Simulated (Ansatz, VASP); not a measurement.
**Two plane-wave programs on CdS**

```xyz
4
Lattice="4.0924 0.0000 0.0000 0.0000 5.6412 0.0000 0.0000 0.0000 3.9603" Properties=species:S:1:pos:R:3 pbc="T T T"
Cd    2.0462    2.8206    0.8227
Cd    0.0000    0.0000    3.1376
S     2.0462    0.0000    1.0440
S     0.0000    2.8206    2.9163
```

Alike in both runs: task single point; functional PBE; k mesh 10 × 8 × 10; occupations gaussian, width 0.05 eV; no spin polarisation.

|  | VASP | Ansatz |
| --- | --- | --- |
| version | VASP 6.6.1 | Ansatz 0.2.0 |
| potentials or method | VASP PAW PBE potentials, release 64 (Cd, S), cutoff 520 eV | scalar-relativistic, plane waves, PAW |
| valence electrons in the cell | 36 | 52 |

|  | VASP | Ansatz | Ansatz less VASP |
| --- | --- | --- | --- |
| gap on the k mesh at the Fermi level (eV) | 0.18 | 0.19 | +0.010 |
| least direct gap on the mesh (eV) | 0.62 | 0.64 | +0.020 |
| pressure (GPa) | -5.1 | -5.4 | -0.24 |
| traceless stress, the component that is largest in VASP (GPa) | 0.95 | 0.96 | +0.013 |
| rms of the force components (eV/Å) | 0.049 | 0.050 | +0.0017 |

Atom by atom the forces differ by 0.005 eV/Å (rms over components). With one functional, cell and mesh, what is left measures potentials, basis and numerics. VASP's potentials hold 36 valence electrons a cell and Ansatz's 52, so a difference there can come from the potentials and not from the codes.
